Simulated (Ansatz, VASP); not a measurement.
**HgPt3 in VASP and in Ansatz**

File INCAR:

```
SYSTEM = HgPt3
  PREC = Accurate
  ENCUT = 520
  EDIFF = 1E-6
  ISMEAR = 0
  SIGMA = 0.15
  LREAL = .FALSE.
  LASPH = .TRUE.
  NELM = 80
  ALGO = Fast
  ISIF = 2
  LWAVE = .FALSE.
  LCHARG = .TRUE.
  LELF = .TRUE.
  LVHAR = .TRUE.
  NBANDS = 29
```

KPOINTS

```
Automatic mesh
0
G
  12 12 12
  0 0 0
```

The input POSCAR:

```
HgPt3
1.0
    3.9726881452      0.0000000000      0.0000000000
    0.0000000000      3.7740537379      0.0000000000
    0.0000000000      0.0000000000      3.9726881452
Hg Pt
1 3
Direct
    0.0000000000      0.0000000000      0.0000000000
    0.0000000000      0.5000000000      0.5000000000
    0.5000000000      0.5000000000      0.0000000000
    0.5000000000      0.0000000000      0.5000000000
```

Input for Ansatz:

```yaml
crystal:
  lattice:
    - [3.9726881452, 0.0, 0.0]
    - [0.0, 3.7740537379, 0.0]
    - [0.0, 0.0, 3.9726881452]
  atoms:
    - { symbol: Hg, position: [0.0, 0.0, 0.0] }
    - { symbol: Pt, position: [0.0, 0.5, 0.5] }
    - { symbol: Pt, position: [0.5, 0.5, 0.0] }
    - { symbol: Pt, position: [0.5, 0.0, 0.5] }
basis:
  ecutwfc: 420
kpoints:
  mp_grid: { grid: [12, 12, 12] }
hamiltonian:
  xc: lda
scf:
  occupations: { method: gaussian, width: 0.15 }
output:
  forces: true
  stress: true
  eigenvalues: true
```

Change from the starting cell: strain -0.0500 x Voigt [0, 1, 0, 0, 0, 0], atoms carried along.

Alike in both runs: task single point; functional LDA; k mesh 12 × 12 × 12; occupations gaussian, width 0.15 eV; no spin polarisation.

|  | VASP | Ansatz |
| --- | --- | --- |
| version | VASP 6.6.1 | Ansatz 0.2.0 |
| potentials or method | VASP PAW LDA potentials, release 64 (Hg, Pt), cutoff 520 eV | scalar-relativistic, plane waves, PAW |
| valence electrons in the cell | 42 | 74 |

Ansatz gave:

| Item | Value |
| --- | --- |
| gap on the k mesh at the Fermi level (eV) | none |
| pressure (GPa) | 14.9 |
| traceless stress, the component that is largest in VASP (GPa) | 1.98 |

Task: Which values does VASP return?

Result: gap on the k mesh at the Fermi level (eV): none; pressure (GPa): 17.3; traceless stress, the component that is largest in VASP (GPa): 2.04.

LDA's correlation is that of Perdew and Zunger in VASP and of Perdew and Wang (1992) in Ansatz. A gap of «none» marks a metal or a gap that the smearing closes. VASP's potentials hold 42 valence electrons a cell and Ansatz's 74, so a difference there can come from the potentials and not from the codes.

Spin-orbit coupling is off throughout.
